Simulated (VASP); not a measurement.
# ZnSe in VASP: further runs

The runs below take ZnSe through single point, with PBE.

Program: VASP 6.6.1. These are calculated values, not measurements. Logs are shortened: lines on timing, memory, paths and dates and some standing lists are left out, and cuts for length are marked.

### 1 The cell of the first run

The cell holds a sheet with vacuum, 4 atoms: a = 3.822 Å, b = 3.822 Å, c = 19.000 Å, α = 90.00°, β = 90.00°, γ = 120.00°.

### 2 Single point, PBE

INCAR

```
PREC = Accurate
ENCUT = 520
EDIFF = 1E-7
ISMEAR = 0
SIGMA = 0.1
LREAL = False
LASPH = True
NELM = 80
ALGO = Normal
ISIF = 2
LWAVE = False
LCHARG = False
LDIPOL = True
IDIPOL = 3
DIPOL = 0.5 0.5 0.500
GGA = PE
NBANDS = 26
```

KPOINTS

```
Automatic mesh
0
Gamma
  6 6 1
```

POSCAR

```
ZnSe
1.0
    3.8218932100      0.0000000000      0.0000000000
   -1.9109471400      3.3098574500      0.0000000000
    0.0000000000      0.0000000000     19.0000000000
Zn Se
2 2
Direct
    0.3333333300      0.6666666700      0.4304242900
    0.3333333300      0.6666666700      0.5695757100
    0.0000000000      0.0000000000      0.3695455500
    0.0000000000      0.0000000000      0.6304544500
```

Potentials or basis: VASP PAW PBE potentials, release 64 (Zn, Se).

Launch:

```
cat potpaw_PBE.64/Zn/POTCAR potpaw_PBE.64/Se/POTCAR > POTCAR
mpirun -np 1 vasp_std > vasp.out
```

OUTCAR:

```text
PREC = Accurate
   ENCUT = 520
   EDIFF = 1E-7
   ISMEAR = 0
   LREAL = False
   LASPH = True
   NELM = 80
   ISIF = 2
   GGA = PE

 ion  position               nearest neighbor table
   1  0.333  0.667  0.430-   3 2.49   3 2.49   3 2.49   2 2.64
   2  0.333  0.667  0.570-   4 2.49   4 2.49   4 2.49   1 2.64
   3  0.000  0.000  0.370-   1 2.49   1 2.49   1 2.49
   4  0.000  0.000  0.630-   2 2.49   2 2.49   2 2.49

  LATTYP: Found a hexagonal cell.
 ALAT       =     3.8218932100
 C/A-ratio  =     4.9713581610

  Lattice vectors:

 A1 = (   3.8218932100,   0.0000000000,   0.0000000000)
 A2 = (  -1.9109471400,   3.3098574500,   0.0000000000)
 A3 = (   0.0000000000,   0.0000000000,  19.0000000000)

Analysis of symmetry for initial positions (statically):
=====================================================================
 Subroutine PRICEL returns:
 Original cell was already a primitive cell.

 Routine SETGRP: Setting up the symmetry group for a
 hexagonal supercell.

 Subroutine GETGRP returns: Found 12 space group operations
 (whereof 12 operations were pure point group operations)
 out of a pool of 24 trial point group operations.

The static configuration has the point symmetry D_3h.

Analysis of symmetry for dynamics (positions and initial velocities):
=====================================================================
 Subroutine PRICEL returns:
 Original cell was already a primitive cell.

 Routine SETGRP: Setting up the symmetry group for a
 hexagonal supercell.

 Subroutine GETGRP returns: Found 12 space group operations
 (whereof 12 operations were pure point group operations)
 out of a pool of 24 trial point group operations.

The dynamic configuration has the point symmetry D_3h.

 Subroutine INISYM returns: Found 12 space group operations
 (whereof 12 operations are pure point group operations),
 and found     1 'primitive' translations

----------------------------------------------------------------------------------------

                                     Primitive cell

  volume of cell :     240.3485

  direct lattice vectors                    reciprocal lattice vectors
     3.821893210  0.000000000  0.000000000     0.261650430  0.151063950  0.000000000
    -1.910947140  3.309857450  0.000000000     0.000000000  0.302127815  0.000000000
     0.000000000  0.000000000 19.000000000     0.000000000  0.000000000  0.052631579

  length of vectors
     3.821893210  3.821894205 19.000000000     0.302127894  0.302127815  0.052631579

  position of ions in fractional coordinates (direct lattice)
     0.333333330  0.666666670  0.430424290
     0.333333330  0.666666670  0.569575710
     0.000000000  0.000000000  0.369545550
     0.000000000  0.000000000  0.630454450

  ion indices of the primitive-cell ions
   primitive index   ion index
                 1           1
                 2           2
                 3           3
                 4           4

----------------------------------------------------------------------------------------

 KPOINTS: Automatic mesh

Automatic generation of k-mesh.
 Grid dimensions read from file:
 generate k-points for:    6    6    1

 Generating k-lattice:

  Cartesian coordinates                     Fractional coordinates (reciprocal lattice)
     0.043608405  0.025177325  0.000000000     0.166666667  0.000000000  0.000000000
     0.000000000  0.050354636  0.000000000     0.000000000  0.166666667  0.000000000
     0.000000000  0.000000000  0.052631579     0.000000000  0.000000000  1.000000000

  Length of vectors
     0.050354649  0.050354636  0.052631579

  Shift w.r.t. Gamma in fractional coordinates (k-lattice)
     0.000000000  0.000000000  0.000000000

 Subroutine IBZKPT returns following result:
 ===========================================

 Found      7 irreducible k-points:

 Following reciprocal coordinates:
            Coordinates               Weight
  0.000000  0.000000  0.000000      1.000000
  0.166667 -0.000000  0.000000      6.000000
  0.333333 -0.000000  0.000000      6.000000
  0.500000 -0.000000  0.000000      3.000000
  0.166667  0.166667  0.000000      6.000000
  0.333333  0.166667  0.000000     12.000000
  0.333333  0.333333  0.000000      2.000000
   k-points           NKPTS =      7   k-points in BZ     NKDIM =      7   number of bands    NBANDS=     26
   number of dos      NEDOS =    301   number of ions     NIONS =      4
   total plane-waves  NPLWV = 112896
   dimension x,y,z NGX =    28 NGY =   28 NGZ =  144
   dimension x,y,z NGXF=    56 NGYF=   56 NGZF=  288
   ions per type =               2   2
   NGX,Y,Z   is equivalent  to a cutoff of  12.18, 12.18, 12.60 a.u.
   NGXF,Y,Z  is equivalent  to a cutoff of  24.36, 24.36, 25.20 a.u.
 SYSTEM =  unknown system
   PREC   = accura    normal or accurate (medium, high low for compatibility)
   ISTART =      0    job   : 0-new  1-cont  2-samecut
   ICHARG =      2    charge: 1-file 2-atom 10-const
   ISPIN  =      1    spin polarized calculation?
   LNONCOLLINEAR =      F non collinear calculations
   LSORBIT =      F    spin-orbit coupling
   LASPH  =      T    aspherical Exc in radial PAW
   ENCUT  =  520.0 eV  38.22 Ry    6.18 a.u.   7.11  7.11 35.33*2*pi/ulx,y,z
   NELM   =     80;   NELMIN=  2; NELMDL= -5     # of ELM steps
   EDIFF  = 0.1E-06   stopping-criterion for ELM
   LREAL  =      F    real-space projection
   EDIFFG = 0.1E-05   stopping-criterion for IOM
   NSW    =      0    number of steps for IOM
   IBRION =     -1    ionic relax: 0-MD 1-quasi-New 2-CG
   NFREE  =      0    steps in history (QN), initial steepest desc. (CG)
   ISIF   =      2    stress and relaxation
   ISYM   =      2    0-nonsym 1-usesym 2-fastsym
   POTIM  = 0.5000    time-step for ionic-motion
   TEBEG  =    0.0;   TEEND  =   0.0 temperature during run
   PSTRESS=    0.0 pullay stress
   NELECT =      36.0000    total number of electrons
   NUPDOWN=      -1.0000    fix difference up-down
   EMIN   =  10.00;   EMAX   =-10.00  energy-range for DOS
   EFERMI =   0.00;   METHOD = LEGACY
   ISMEAR =     0;   SIGMA  =   0.10  broadening in eV -4-tet -1-fermi 0-gaus
   EFERMI_NEDOS =   21; number of points for ismear=-14 and -15
   IALGO  =     38    algorithm
   IMIX   =      4    mixing-type and parameters
     AMIX     =   0.40;   BMIX     =  1.00
     AMIX_MAG =   1.60;   BMIX_MAG =  1.00
  volume/ion in A,a.u.               =      60.09       405.49
  Fermi-wavevector in a.u.,A,eV,Ry     =   0.869418  1.642961 10.284471  0.755887
  Thomas-Fermi vector in A             =   1.988237
   LORBIT       =      0    0 simple, 1 ext, 2 COOP (PROOUT), +10 PAW based schemes
   GGA     = PE    functional components
   LHFCALC =     F    Hartree Fock is set to
   AEXX    =    0.0000 exact exchange contribution
   IVDW    =     0    specifies the selected vdW correction
   LEPSILON=     F    determine dielectric tensor
   LRPA    =     F    only Hartree local field effects (RPA)
 non-spin polarized calculation
 Gauss-broadening in eV      SIGMA  =   0.10
  energy-cutoff  :      520.00
  volume of cell :      240.35
 maximum number of plane-waves:      6543
   NGX = 15   NGY = 15   NGZ = 71

 dipolmoment           0.000000      0.000000     -0.000000 electrons x Angstroem

 number of electron      36.0000001 magnetization

 dipolmoment           0.000000      0.000000      0.000000 electrons x Angstroem

 Free energy of the ion-electron system (eV)
  ---------------------------------------------------
  ext. energy  EPLUGINS =         0.00000000
  ---------------------------------------------------
  free energy    TOTEN  =        -9.87638576 eV

  energy without entropy =       -9.86711930  energy(sigma->0) =       -9.87175253

 E-fermi :  -2.8153     XC(G=0):  -4.2784

 val. band max:       -2.8495388021   @ k =   0.3333   0.3333   0.0000
 cond. band min:      -2.6989026648   @ k =   0.0000   0.0000   0.0000
 fundamental gap:      0.1506361373
 Fermi energy:        -2.8153420866

 k-point     1 :       0.0000    0.0000    0.0000
  band No.  band energies     occupation
      1     -15.5220      2.00000
      2     -15.4578      2.00000
      3      -9.6562      2.00000
      4      -9.5071      2.00000
      5      -9.5071      2.00000
      6      -9.3993      2.00000
[... 18 lines left out ...]
     25       3.6270      0.00000
     26       3.7988      0.00000

 k-point     2 :       0.1667   -0.0000    0.0000
  band No.  band energies     occupation
      1     -15.3578      2.00000
      2     -15.3014      2.00000
      3      -9.6449      2.00000
      4      -9.5080      2.00000
      5      -9.5030      2.00000
      6      -9.3831      2.00000
[... 18 lines left out ...]
     25       3.9464      0.00000
     26       3.9497      0.00000

 k-point     3 :       0.3333   -0.0000    0.0000
  band No.  band energies     occupation
      1     -14.9913      2.00000
      2     -14.9540      2.00000
      3      -9.6245      2.00000
      4      -9.5058      2.00000
      5      -9.4882      2.00000
      6      -9.3452      2.00000
[... 18 lines left out ...]
     25       3.9304      0.00000
     26       4.0222      0.00000

 k-point     4 :       0.5000   -0.0000    0.0000
  band No.  band energies     occupation
      1     -14.7835      2.00000
      2     -14.7582      2.00000
      3      -9.6128      2.00000
      4      -9.5107      2.00000
      5      -9.4862      2.00000
      6      -9.3342      2.00000
[... 18 lines left out ...]
     25       4.7285      0.00000
     26       5.4755      0.00000

 k-point     5 :       0.1667    0.1667    0.0000
  band No.  band energies     occupation
      1     -15.0895      2.00000
      2     -15.0468      2.00000
      3      -9.6295      2.00000
      4      -9.5216      2.00000
      5      -9.4646      2.00000
      6      -9.3687      2.00000
[... 18 lines left out ...]
     25       3.9765      0.00000
     26       4.0698      0.00000

 k-point     6 :       0.3333    0.1667    0.0000
  band No.  band energies     occupation
      1     -14.7889      2.00000
      2     -14.7629      2.00000
      3      -9.6129      2.00000
      4      -9.5504      2.00000
      5      -9.4240      2.00000
      6      -9.3668      2.00000
[... 18 lines left out ...]
     25       4.6662      0.00000
     26       4.8918      0.00000

 k-point     7 :       0.3333    0.3333    0.0000
  band No.  band energies     occupation
      1     -14.6849      2.00000
      2     -14.6647      2.00000
      3      -9.6069      2.00000
      4      -9.5783      2.00000
      5      -9.3879      2.00000
      6      -9.3810      2.00000
[... 18 lines left out ...]
     25       5.6165      0.00000
     26       5.6473      0.00000

------------------------ aborting loop because EDIFF is reached ----------------------------------------

 vacuum level on the upper side and lower side of the slab       (xc-potential included)        -0.061        -0.061

  FORCE on cell =-STRESS in cart. coord.  units (eV):
  Direction    XX          YY          ZZ          XY          YZ          ZX
  --------------------------------------------------------------------------------------
  -------------------------------------------------------------------------------------
  Total        0.5362724      0.5362727     -3.1640987     -0.0000001      0.0000000      0.0000000
  in kB        3.5748234      3.5748252    -21.0920679     -0.0000006      0.0000000      0.0000000
  external PRESSURE =      -4.6474731 kB  Pullay stress =       0.0000000 kB

 VOLUME and BASIS-vectors are now :
 -----------------------------------------------------------------------------
  energy-cutoff  :      520.00
  volume of cell :      240.35
      direct lattice vectors                 reciprocal lattice vectors
     3.821893210  0.000000000  0.000000000     0.261650430  0.151063950  0.000000000
    -1.910947140  3.309857450  0.000000000     0.000000000  0.302127815  0.000000000
     0.000000000  0.000000000 19.000000000     0.000000000  0.000000000  0.052631579

 POSITION                                       TOTAL-FORCE (eV/Angst)
 -----------------------------------------------------------------------------------
     -0.00000      2.20657      8.17806        -0.000000      0.000000     -1.318228
     -0.00000      2.20657     10.82194        -0.000000     -0.000000      1.318228
      0.00000      0.00000      7.02137         0.000000     -0.000000      1.341837
      0.00000      0.00000     11.97863         0.000000     -0.000000     -1.341837
 -----------------------------------------------------------------------------------
    total drift:                               -0.000017     -0.000026      0.000000

  FREE ENERGIE OF THE ION-ELECTRON SYSTEM (eV)
  ---------------------------------------------------
  free  energy   TOTEN  =        -9.8763857649 eV

  energy  without entropy=       -9.8671192964  energy(sigma->0) =       -9.87175253

 vacuum level on the upper side and lower side of the slab         2.720         2.720
```

It took 43 s on 1 thread of Intel Xeon 6975P-C (Granite Rapids), shared host; peak memory 0.33 GiB.

What came out:

```yaml
Free_energy: -9.8764 eV
Largest_force: 1.342 eV/Å
Band_gap_on_the_k_mesh: zero (band 18 reaches -2.62 eV, above the bottom of band 19 at -2.90 eV)
```

Forces in eV/Å, atoms in the order of the input:
```
Zn   0.000  0.000 -1.318
Zn   0.000  0.000  1.318
Se   0.000  0.000  1.342
Se   0.000  0.000 -1.342
```

### 3 Single point, PBE

INCAR

```
SYSTEM = ZnSe
ALGO     = Normal         ! electronic algorithm
DIPOL    = 0.5 0.5 0.500
EDIFF    = 1E-7           ! SCF threshold, eV
ENCUT    = 520            ! plane-wave cutoff, eV
GGA      = PE             ! functional
IDIPOL   = 3            
ISIF     = 2              ! what is computed and relaxed
ISMEAR   = 0              ! smearing method
LASPH    = .True.         ! aspherical terms in the spheres
LCHARG   = .False.        ! write CHGCAR
LDIPOL   = .True.       
LREAL    = .False.        ! projectors in reciprocal space
LWAVE    = .False.        ! write WAVECAR
NBANDS   = 26             ! bands
NELM     = 60             ! most SCF steps
PREC     = Accurate       ! precision mode
SIGMA    = 0.1            ! smearing width, eV
```

KPOINTS

```
k-points
0
Gamma
  6 6 1
  0 0 0
```

POSCAR is that of step 2.

Potentials or basis: VASP PAW PBE potentials, release 64 (Zn, Se).

Launch:

```
cat potpaw_PBE.64/Zn/POTCAR potpaw_PBE.64/Se/POTCAR > POTCAR
mpirun -np 1 vasp_std > vasp.out
```

Wall time 40 s (1 thread of Intel Xeon 6975P-C (Granite Rapids), shared host); peak memory 0.33 GiB.

Results (log left out):

```
Free energy            : -9.8764 eV
Largest force          : 1.342 eV/Å
Band gap on the k mesh : zero (band 18 reaches -2.62 eV, above the bottom of band 19 at -2.90 eV)
```

Forces on the atoms (eV/Å):
```
Zn   0.000  0.000 -1.318
Zn   0.000  0.000  1.318
Se   0.000  0.000  1.342
Se   0.000  0.000 -1.342
```

Levels at points of the mesh, in eV from the Fermi level:
```tsv
k point	band 15	band 16	band 17	band 18	band 19	band 20	band 21	band 22
(0.00, 0.00, 0.00)	0.12	0.12	0.19	0.19	0.55	3.08	4.29	5.25
(0.50, 0.00, 0.00)	-2.14	-1.31	-1.08	-0.88	-0.09	3.42	3.69	5.24
```

### 4 Single point, PBE

This run uses another cell than the first one, of 121.98 Å³/atom, 2.030 times its volume.

INCAR

```
SYSTEM = ZnSe
PREC = Accurate
ENCUT = 520
EDIFF = 1E-6
ISMEAR = 0
SIGMA = 0.1
LREAL = .FALSE.
LASPH = .TRUE.
NELM = 60
ALGO = Normal
ISIF = 2
LWAVE = .FALSE.
LCHARG = .FALSE.
LDIPOL = .TRUE.
IDIPOL = 3
DIPOL = 0.5 0.5 0.282
GGA = PE
NBANDS = 26
```

KPOINTS

```
regular mesh
0
G
  6 6 1
  0 0 0
```

POSCAR

```
ZnSe
1.0
    4.0878649226      0.0000003304      0.0000000000
   -2.0439327474      3.5401947050      0.0000000000
    0.0000000000      0.0000000000     33.7145382000
Zn Se
2 2
Direct
    0.3333333333      0.6666666667      0.2029947023
    0.3333333333      0.6666666667      0.3605603993
    0.0000000000      0.0000000000      0.1966714537
    0.0000000000      0.0000000000      0.3668836479
```

Launch:

```
cat potpaw_PBE.64/Zn/POTCAR potpaw_PBE.64/Se/POTCAR > POTCAR
mpirun -np 1 vasp_std > vasp.out
```

Run time: 94 s. Hardware: 1 thread of Intel Xeon 6975P-C (Granite Rapids), shared host; peak memory 0.5 GiB.

It converged, with:

```
Free energy            : -11.0849 eV
Largest force          : 0.009 eV/Å
Band gap on the k mesh : 1.72 eV, indirect (least direct gap 1.75 eV)
```

Forces on the atoms (eV/Å):
```
Zn   0.000  0.000  0.006
Zn   0.000  0.000 -0.006
Se   0.000  0.000 -0.009
Se   0.000  0.000  0.009
```

Levels at points of the mesh, in eV from the valence-band top:
```csv
k point,band 14,band 15,band 16,band 17,band 18,band 19,band 20,band 21,band 22,band 23
"(0.00, 0.00, 0.00)",-1.35,-0.04,-0.04,-0.04,-0.04,1.72,1.84,5.05,5.69,5.76
"(0.50, 0.00, 0.00)",-4.22,-1.40,-1.39,-0.27,-0.18,3.41,3.54,4.11,4.62,7.41
```

[end of part 1 of 2]
